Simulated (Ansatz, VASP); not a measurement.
# One calculation of Tl3Sb2Mo, two programs

```
CELL_PARAMETERS angstrom
3.00074 1.73248 5.99336
-3.00074 1.73248 5.99336
0.00000 -3.46496 5.99336
ATOMIC_POSITIONS crystal
Tl 0.50000 0.50000 0.00000
Tl 0.00000 0.50000 0.50000
Tl 0.50000 0.00000 0.50000
Sb 0.85204 0.85204 0.85204
Sb 0.14796 0.14796 0.14796
Mo 0.00000 0.00000 0.00000
```

Alike in both runs: functional PBE; k mesh 6 × 6 × 6; occupations gaussian, width 0.1 eV; no spin polarisation.

Ansatz relaxed the structure, and its values are those at the end. VASP's run is a single point on that final structure, the one shown.

|  | VASP | Ansatz |
| --- | --- | --- |
| version | VASP 6.6.1 | Ansatz 0.2.0 |
| potentials or method | VASP PAW PBE potentials, release 64 (Tl_d, Sb, Mo_sv), cutoff 520 eV | scalar-relativistic, plane waves, PAW |
| valence electrons in the cell | 63 | 83 |

|  | VASP | Ansatz | Ansatz less VASP |
| --- | --- | --- | --- |
| gap on the k mesh at the Fermi level (eV) | none | none | - |
| pressure (GPa) | 0.0 | 0.0 | +0.05 |

A gap of «none» marks a metal or a gap that the smearing closes. With one functional, cell and mesh, what is left measures potentials, basis and numerics. VASP's potentials hold 63 valence electrons a cell and Ansatz's 83, so a difference there can come from the potentials and not from the codes.

Spin-orbit coupling is off throughout.
